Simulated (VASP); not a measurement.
Set up this calculation in VASP 6.6.1, as the native input.

```yaml
Task: single point
Functional: PBE
Potentials_or_basis: VASP PAW PBE potentials, release 64 (Ti_sv, Al)
Cutoff: 520 eV
k_mesh: 18 × 18 × 10
Occupations: gaussian, width 0.15 eV
Spin: no spin polarisation
Dipole_correction: no
Further_INCAR_settings: ALGO = Normal; EDIFF = 1e-07; NBANDS = 14
```

The structure of TiAl lies in POSCAR:

```
TiAl
1.0
    2.7729000000      0.0000000000      0.0000000000
   -1.3864500000      2.4014018422      0.0000000000
    0.0000000000      0.0000000000      4.9273000000
Ti Al
1 1
Direct
    0.0000000000      0.0000000000      0.0000000000
    0.3333333333      0.6666666667      0.5000000000
```

These files were run (other wordings do the same):

INCAR

```
SYSTEM = TiAl
ALGO     = Normal         ! electronic algorithm
EDIFF    = 1E-7           ! SCF threshold, eV
ENCUT    = 520            ! plane-wave cutoff, eV
GGA      = PE             ! functional
ISIF     = 2              ! what is computed and relaxed
ISMEAR   = 0              ! smearing method
LASPH    = .True.         ! aspherical terms in the spheres
LCHARG   = .False.        ! write CHGCAR
LREAL    = .False.        ! projectors in reciprocal space
LWAVE    = .False.        ! write WAVECAR
NBANDS   = 14             ! bands
NELM     = 60             ! most SCF steps
PREC     = Accurate       ! precision mode
SIGMA    = 0.15           ! smearing width, eV
```

KPOINTS

```
k-points
0
Gamma
  18 18 10
  0 0 0
```

Potentials or basis: VASP PAW PBE potentials, release 64 (Ti_sv, Al).

Command:

```console
$ cat potpaw_PBE.64/Ti_sv/POTCAR potpaw_PBE.64/Al/POTCAR > POTCAR
$ mpirun -np 1 vasp_std > vasp.out
```

Results of the run:

| Item | Value |
| --- | --- |
| Pressure | 1.6 GPa |
| Band gap on the k mesh | zero (an odd number of electrons rules out a gap without spin polarisation) |

Caveat: the stress differs along the axes, from -9 to 7 GPa.

Wall time 2.7 min on 1 thread of AMD EPYC 7R13, on a shared host, peak memory 0.21 GiB.
